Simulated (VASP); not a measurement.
# Si2W (P6_222) in VASP: notebook

Runs on Si2W. Level: PBE. Tasks: single point, relaxation of the atoms.

All numbers are computed with VASP 6.6.1; they aren't measurements. Logs are shortened: lines on timing, memory, paths and dates and some standing lists are left out, and cuts for length are marked.

## (1) The cell of the first run

The structure is hexagonal, space group P6_222 (No. 180). Conventional cell: a = 4.709 Å, b = 4.709 Å, c = 6.653 Å, α = 90.00°, β = 90.00°, γ = 120.00°. W (site symmetry 222) has 10 Si at 2.61 to 2.74 Å and 4 W at 3.23 Å within 3.4 Å. Within 3.4 Å of Si (site symmetry 2) lie 9 Si at 2.59 to 3.26 Å and 5 W at 2.61 to 2.74 Å.

## (2) Single point, PBE

The input, INCAR:

```
SYSTEM = Si2W
PREC = Accurate
ENCUT = 520
EDIFF = 1E-6
ISMEAR = -1
SIGMA = 0.05
LREAL = .FALSE.
LASPH = .TRUE.
NELM = 100
ALGO = Normal
ISIF = 2
LWAVE = .FALSE.
LCHARG = .TRUE.
GGA = PE
LELF = .TRUE.
LVHAR = .TRUE.
NBANDS = 43
```

The input, KPOINTS:

```
regular mesh
0
G
  5 5 3
  0 0 0
```

The input, POSCAR:

```
Si2W
1.0
    4.7091894297      0.0000000000      0.0000000000
   -2.3545947149      4.0782776774      0.0000000000
    0.0000000000      0.0000000000      6.6532220000
W Si
3 6
Direct
    0.5000000000      0.0000000000      0.5000000000
    0.5000000000      0.5000000000      0.8333333333
    0.0000000000      0.5000000000      0.1666666667
    0.3275031966      0.1637515983      0.1666666667
    0.8362484017      0.1637515983      0.8333333333
    0.1637515983      0.3275031966      0.5000000000
    0.6724968034      0.8362484017      0.1666666667
    0.1637515983      0.8362484017      0.8333333333
    0.8362484017      0.6724968034      0.5000000000
```

Potentials or basis: VASP PAW PBE potentials, release 64 (W_sv, Si).

Run with:

```console
$ cat potpaw_PBE.64/W_sv/POTCAR potpaw_PBE.64/Si/POTCAR > POTCAR
$ mpirun -np 1 vasp_std > vasp.out
```

OUTCAR:

```text
SYSTEM = Si2W
   PREC = Accurate
   ENCUT = 520
   EDIFF = 1E-6
   ISMEAR = -1
   LREAL = .FALSE.
   LASPH = .TRUE.
   NELM = 100
   ISIF = 2
   GGA = PE

 ion  position               nearest neighbor table
   1  0.500  0.000  0.500-   5 2.61   8 2.61   7 2.61   4 2.61   6 2.71   9 2.71   9 2.71   6 2.71
                             6 2.74   9 2.74   3 3.23   3 3.23   2 3.23   2 3.23
   2  0.500  0.500  0.833-   6 2.61   9 2.61   7 2.61   4 2.61   8 2.71   5 2.71   8 2.71   5 2.71
                             8 2.74   5 2.74   1 3.23   1 3.23   3 3.23   3 3.23
   3  0.000  0.500  0.167-   6 2.61   9 2.61   8 2.61   5 2.61   4 2.71   7 2.71   4 2.71   7 2.71
                             7 2.74   4 2.74   1 3.23   1 3.23   2 3.23   2 3.23
   4  0.328  0.164  0.167-   6 2.59   8 2.59   1 2.61   2 2.61   7 2.67   3 2.71   3 2.71   3 2.74
                             7 2.74   7 2.74
   5  0.836  0.164  0.833-   6 2.59   7 2.59   1 2.61   3 2.61   8 2.67   2 2.71   2 2.71   2 2.74
                             8 2.74   8 2.74
   6  0.164  0.328  0.500-   5 2.59   4 2.59   2 2.61   3 2.61   9 2.67   1 2.71   1 2.71   1 2.74
                             9 2.74   9 2.74
   7  0.672  0.836  0.167-   9 2.59   5 2.59   1 2.61   2 2.61   4 2.67   3 2.71   3 2.71   3 2.74
                             4 2.74   4 2.74
   8  0.164  0.836  0.833-   9 2.59   4 2.59   1 2.61   3 2.61   5 2.67   2 2.71   2 2.71   2 2.74
                             5 2.74   5 2.74
   9  0.836  0.672  0.500-   8 2.59   7 2.59   2 2.61   3 2.61   6 2.67   1 2.71   1 2.71   1 2.74
                             6 2.74   6 2.74

  LATTYP: Found a hexagonal cell.
 ALAT       =     4.7091894297
 C/A-ratio  =     1.4128168126

  Lattice vectors:

 A1 = (   4.7091894297,   0.0000000000,   0.0000000000)
 A2 = (  -2.3545947149,   4.0782776774,   0.0000000000)
 A3 = (   0.0000000000,   0.0000000000,   6.6532220000)

Analysis of symmetry for initial positions (statically):
=====================================================================
 Subroutine PRICEL returns:
 Original cell was already a primitive cell.

 Routine SETGRP: Setting up the symmetry group for a
 hexagonal supercell.

 Subroutine GETGRP returns: Found 12 space group operations
 (whereof  4 operations were pure point group operations)
 out of a pool of 24 trial point group operations.

The static configuration has the point symmetry D_2 .
 The point group associated with its full space group is D_6 .

Analysis of symmetry for dynamics (positions and initial velocities):
=====================================================================
 Subroutine PRICEL returns:
 Original cell was already a primitive cell.

 Routine SETGRP: Setting up the symmetry group for a
 hexagonal supercell.

 Subroutine GETGRP returns: Found 12 space group operations
 (whereof  4 operations were pure point group operations)
 out of a pool of 24 trial point group operations.

The dynamic configuration has the point symmetry D_2 .
 The point group associated with its full space group is D_6 .

 Subroutine INISYM returns: Found 12 space group operations
 (whereof  4 operations are pure point group operations),
 and found     1 'primitive' translations

----------------------------------------------------------------------------------------

                                     Primitive cell

  volume of cell :     127.7777

  direct lattice vectors                    reciprocal lattice vectors
     4.709189430  0.000000000  0.000000000     0.212350770  0.122600774  0.000000000
    -2.354594715  4.078277677  0.000000000     0.000000000  0.245201548  0.000000000
     0.000000000  0.000000000  6.653222000     0.000000000  0.000000000  0.150303116

  length of vectors
     4.709189430  4.709189430  6.653222000     0.245201548  0.245201548  0.150303116

  position of ions in fractional coordinates (direct lattice)
     0.500000000  0.000000000  0.500000000
     0.500000000  0.500000000  0.833333333
     0.000000000  0.500000000  0.166666667
     0.327503197  0.163751598  0.166666667
     0.836248402  0.163751598  0.833333333
     0.163751598  0.327503197  0.500000000
     0.672496803  0.836248402  0.166666667
     0.163751598  0.836248402  0.833333333
     0.836248402  0.672496803  0.500000000

  ion indices of the primitive-cell ions
   primitive index   ion index
                 1           1
                 2           2
                 3           3
                 4           4
                 5           5
                 6           6
                 7           7
                 8           8
                 9           9

----------------------------------------------------------------------------------------

 KPOINTS: regular mesh

Automatic generation of k-mesh.
 Grid dimensions read from file:
 generate k-points for:    5    5    3

 Generating k-lattice:

  Cartesian coordinates                     Fractional coordinates (reciprocal lattice)
     0.042470154  0.024520155  0.000000000     0.200000000  0.000000000  0.000000000
     0.000000000  0.049040310  0.000000000     0.000000000  0.200000000  0.000000000
     0.000000000  0.000000000  0.050101039     0.000000000  0.000000000  0.333333333

  Length of vectors
     0.049040310  0.049040310  0.050101039

  Shift w.r.t. Gamma in fractional coordinates (k-lattice)
     0.000000000  0.000000000  0.000000000

 Subroutine IBZKPT returns following result:
 ===========================================

 Found     10 irreducible k-points:

 Following reciprocal coordinates:
            Coordinates               Weight
  0.000000  0.000000  0.000000      1.000000
  0.200000  0.000000  0.000000      6.000000
  0.400000 -0.000000  0.000000      6.000000
  0.200000  0.200000  0.000000      6.000000
  0.400000  0.200000  0.000000      6.000000
  0.000000  0.000000  0.333333      2.000000
  0.200000  0.000000  0.333333     12.000000
  0.400000 -0.000000  0.333333     12.000000
  0.200000  0.200000  0.333333     12.000000
  0.400000  0.200000  0.333333     12.000000
   k-points           NKPTS =     10   k-points in BZ     NKDIM =     10   number of bands    NBANDS=     43
   number of dos      NEDOS =    301   number of ions     NIONS =      9
   total plane-waves  NPLWV =  64800
   dimension x,y,z NGX =    36 NGY =   36 NGZ =   50
   dimension x,y,z NGXF=    72 NGYF=   72 NGZF=  100
   ions per type =               3   6
   NGX,Y,Z   is equivalent  to a cutoff of  12.71, 12.71, 12.49 a.u.
   NGXF,Y,Z  is equivalent  to a cutoff of  25.42, 25.42, 24.99 a.u.
 SYSTEM =  Si2W
   PREC   = accura    normal or accurate (medium, high low for compatibility)
   ISTART =      0    job   : 0-new  1-cont  2-samecut
   ICHARG =      2    charge: 1-file 2-atom 10-const
   ISPIN  =      1    spin polarized calculation?
   LNONCOLLINEAR =      F non collinear calculations
   LSORBIT =      F    spin-orbit coupling
   LASPH  =      T    aspherical Exc in radial PAW
   ENCUT  =  520.0 eV  38.22 Ry    6.18 a.u.   8.76  8.76 12.37*2*pi/ulx,y,z
   NELM   =    100;   NELMIN=  2; NELMDL= -5     # of ELM steps
   EDIFF  = 0.1E-05   stopping-criterion for ELM
   LREAL  =      F    real-space projection
   EDIFFG = 0.1E-04   stopping-criterion for IOM
   NSW    =      0    number of steps for IOM
   IBRION =     -1    ionic relax: 0-MD 1-quasi-New 2-CG
   NFREE  =      0    steps in history (QN), initial steepest desc. (CG)
   ISIF   =      2    stress and relaxation
   ISYM   =      2    0-nonsym 1-usesym 2-fastsym
   POTIM  = 0.5000    time-step for ionic-motion
   TEBEG  =    0.0;   TEEND  =   0.0 temperature during run
   PSTRESS=    0.0 pullay stress
   NELECT =      66.0000    total number of electrons
   NUPDOWN=      -1.0000    fix difference up-down
   EMIN   =  10.00;   EMAX   =-10.00  energy-range for DOS
   EFERMI =   0.00;   METHOD = LEGACY
   ISMEAR =    -1;   SIGMA  =   0.05  broadening in eV -4-tet -1-fermi 0-gaus
   EFERMI_NEDOS =   21; number of points for ismear=-14 and -15
   IALGO  =     38    algorithm
   IMIX   =      4    mixing-type and parameters
     AMIX     =   0.40;   BMIX     =  1.00
     AMIX_MAG =   1.60;   BMIX_MAG =  1.00
  volume/ion in A,a.u.               =      14.20        95.81
  Fermi-wavevector in a.u.,A,eV,Ry     =   1.313523  2.482199 23.474727  1.725344
  Thomas-Fermi vector in A             =   2.443840
   LORBIT       =      0    0 simple, 1 ext, 2 COOP (PROOUT), +10 PAW based schemes
   GGA     = PE    functional components
   LHFCALC =     F    Hartree Fock is set to
   AEXX    =    0.0000 exact exchange contribution
   IVDW    =     0    specifies the selected vdW correction
   LEPSILON=     F    determine dielectric tensor
   LRPA    =     F    only Hartree local field effects (RPA)
 non-spin polarized calculation
  energy-cutoff  :      520.00
  volume of cell :      127.78
 maximum number of plane-waves:      3463
 NGX is ok and might be reduce to    36
   NGX = 17   NGY = 17   NGZ = 25

 number of electron      65.9999995 magnetization

 Free energy of the ion-electron system (eV)
  ---------------------------------------------------
  ext. energy  EPLUGINS =         0.00000000
  ---------------------------------------------------
  free energy    TOTEN  =       -73.69412067 eV

  energy without entropy =      -73.69184109  energy(sigma->0) =      -73.69298088

 E-fermi :  11.7675     XC(G=0): -12.2799

 val. band max:       11.6519959097   @ k =   0.0000   0.0000   0.3333
 cond. band min:      11.9521015510   @ k =   0.2000   0.2000   0.0000
 fundamental gap:      0.3001056413
 Fermi energy:        11.7675488283

 k-point     1 :       0.0000    0.0000    0.0000
  band No.  band energies     occupation
      1     -62.6292      2.00000
      2     -62.6193      2.00000
      3     -62.6193      2.00000
      4     -26.9527      2.00000
      5     -26.9414      2.00000
      6     -26.9414      2.00000
[... 35 lines left out ...]
     42      14.5583      0.00000
     43      14.8607      0.00000

 k-point     2 :       0.2000    0.0000    0.0000
  band No.  band energies     occupation
      1     -62.6283      2.00000
      2     -62.6201      2.00000
      3     -62.6192      2.00000
      4     -26.9693      2.00000
      5     -26.9529      2.00000
      6     -26.9394      2.00000
[... 35 lines left out ...]
     42      14.6639      0.00000
     43      15.6063      0.00000

 k-point     3 :       0.4000   -0.0000    0.0000
  band No.  band energies     occupation
      1     -62.6264      2.00000
      2     -62.6220      2.00000
      3     -62.6192      2.00000
      4     -26.9818      2.00000
      5     -26.9641      2.00000
      6     -26.9407      2.00000
[... 35 lines left out ...]
     42      14.8877      0.00000
     43      15.0055      0.00000

 k-point     4 :       0.2000    0.2000    0.0000
  band No.  band energies     occupation
      1     -62.6269      2.00000
      2     -62.6215      2.00000
      3     -62.6192      2.00000
      4     -26.9799      2.00000
      5     -26.9591      2.00000
      6     -26.9445      2.00000
[... 219 lines left out ...]
     42      15.0990      0.00000
     43      15.2079      0.00000

 k-point     9 :       0.2000    0.2000    0.3333
  band No.  band energies     occupation
      1     -62.6262      2.00000
      2     -62.6230      2.00000
      3     -62.6184      2.00000
      4     -26.9771      2.00000
      5     -26.9649      2.00000
      6     -26.9492      2.00000
[... 35 lines left out ...]
     42      14.7033      0.00000
     43      14.9086      0.00000

 k-point    10 :       0.4000    0.2000    0.3333
  band No.  band energies     occupation
      1     -62.6257      2.00000
      2     -62.6222      2.00000
      3     -62.6197      2.00000
      4     -26.9770      2.00000
      5     -26.9722      2.00000
      6     -26.9535      2.00000
[... 35 lines left out ...]
     42      14.2908      0.00000
     43      14.9351      0.00000

------------------------ aborting loop because EDIFF is reached ----------------------------------------

  FORCE on cell =-STRESS in cart. coord.  units (eV):
  Direction    XX          YY          ZZ          XY          YZ          ZX
  --------------------------------------------------------------------------------------
  -------------------------------------------------------------------------------------
  Total       -7.2948969     -7.2948969     -4.7453106      0.0000000      0.0000000      0.0000000
  in kB      -91.4691779    -91.4691779    -59.5004510      0.0000000      0.0000000      0.0000000
  external PRESSURE =     -80.8129356 kB  Pullay stress =       0.0000000 kB

 VOLUME and BASIS-vectors are now :
 -----------------------------------------------------------------------------
  energy-cutoff  :      520.00
  volume of cell :      127.78
      direct lattice vectors                 reciprocal lattice vectors
     4.709189430  0.000000000  0.000000000     0.212350770  0.122600774  0.000000000
    -2.354594715  4.078277677  0.000000000     0.000000000  0.245201548  0.000000000
     0.000000000  0.000000000  6.653222000     0.000000000  0.000000000  0.150303116

 POSITION                                       TOTAL-FORCE (eV/Angst)
 -----------------------------------------------------------------------------------
      2.35459      0.00000      3.32661        -0.000000      0.000000      0.000000
      1.17730      2.03914      5.54435        -0.000000      0.000000      0.000000
     -1.17730      2.03914      1.10887        -0.000000     -0.000000     -0.000000
      1.15671      0.66782      1.10887        -0.003775     -0.002180      0.000000
      3.55248      0.66782      5.54435         0.003775     -0.002180      0.000000
     -0.00000      1.33565      3.32661         0.000000     -0.004359      0.000000
      1.19789      3.41045      1.10887         0.003775      0.002180      0.000000
     -1.19789      3.41045      5.54435        -0.003775      0.002180      0.000000
      2.35459      2.74263      3.32661        -0.000000      0.004359      0.000000
 -----------------------------------------------------------------------------------
    total drift:                               -0.000000      0.000000      0.000000

  FREE ENERGIE OF THE ION-ELECTRON SYSTEM (eV)
  ---------------------------------------------------
  free  energy   TOTEN  =       -73.6941206693 eV

  energy  without entropy=      -73.6918410918  energy(sigma->0) =      -73.69298088
```

Wall time 62 s (1 thread of Intel Xeon Platinum 8259CL at 2.50GHz (Skylake/Cascade Lake), shared host); peak memory 0.25 GiB.

What came out:

- Free energy: -73.6941 eV
- Pressure: -8.1 GPa
- Largest force: 0.004 eV/Å
- Band gap on the k mesh: 0.30 eV, indirect (least direct gap 0.78 eV)

Forces in eV/Å, atoms in the order of the input:
```
W    0.000  0.000  0.000
W    0.000  0.000  0.000
W    0.000  0.000  0.000
Si  -0.004 -0.002  0.000
Si   0.004 -0.002  0.000
Si   0.000 -0.004  0.000
Si   0.004  0.002  0.000
Si  -0.004  0.002  0.000
Si   0.000  0.004  0.000
```

Levels at points of the mesh, in eV from the valence-band top:
```
           k point  band 31  band 32  band 33  band 34  band 35  band 36
(0.00, 0.00, 0.00)    -2.94    -2.46    -0.67     2.24     2.24     2.27
```

Caveat: spin-orbit coupling is left out, which moves the levels of the heavy elements. A k mesh can miss the band edges.

(Part 1 of 2 ends here.)
